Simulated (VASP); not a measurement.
Write the native input for VASP 6.6.1 that does the following.

```yaml
Task: single point
Functional: PBE
Potentials_or_basis: VASP PAW PBE potentials, release 64 (W_sv, C)
Cutoff: 520 eV
k_mesh: 14 × 14 × 13
Occupations: fermi-dirac, width 0.05 eV
Spin: non-collinear spin, zero start, spin-orbit coupling
Starting_moments: "[[0.0, 0.0, 0.0], [0.0, 0.0, 0.0]] μB"
Dipole_correction: no
Further_INCAR_settings: ALGO = Normal; EDIFF = 1e-06; NBANDS = 30
```

The structure of WC lies in POSCAR:

```
WC
1.0
    2.9005014360      0.0000000000      0.0000000000
   -1.4502507180      2.5119079273      0.0000000000
    0.0000000000      0.0000000000      2.8290000000
W C
1 1
Direct
    0.0000000000      0.0000000000      0.0000000000
    0.6666666667      0.3333333333      0.5000000000
```

These files were run (other wordings do the same):

INCAR

```
SYSTEM = WC
  PREC = Accurate
  ENCUT = 520
  EDIFF = 1E-6
  ISMEAR = -1
  SIGMA = 0.05
  LREAL = .FALSE.
  LASPH = .TRUE.
  NELM = 150
  ALGO = Normal
  ISIF = 2
  LWAVE = .FALSE.
  LCHARG = .TRUE.
  MAGMOM = 0 0 0 0 0 0
  LORBIT = 11
  LSORBIT = .TRUE.
  GGA_COMPAT = .FALSE.
  LORBMOM = .TRUE.
  LMAXMIX = 4
  GGA = PE
  LVHAR = .TRUE.
  NBANDS = 30
```

KPOINTS

```
regular mesh
0
G
  14 14 13
  0 0 0
```

Potentials or basis: VASP PAW PBE potentials, release 64 (W_sv, C).

The run is started by

```bash
$ cat potpaw_PBE.64/W_sv/POTCAR potpaw_PBE.64/C/POTCAR > POTCAR
$ mpirun -np 1 vasp_ncl > vasp.out
```

Results of the run:

```yaml
Pressure: 10.3 GPa
Net_moment: 0.00 μB per cell
Valence_electrons_inside_the_program's_atomic_spheres: W 12.21; C 2.44
```

Caveat: the cell stands under pressure.

It took 2.6 min on 1 thread of Intel(R) Xeon(R) Platinum 8488C (Sapphire Rapids), on a shared host, peak memory 0.38 GiB.
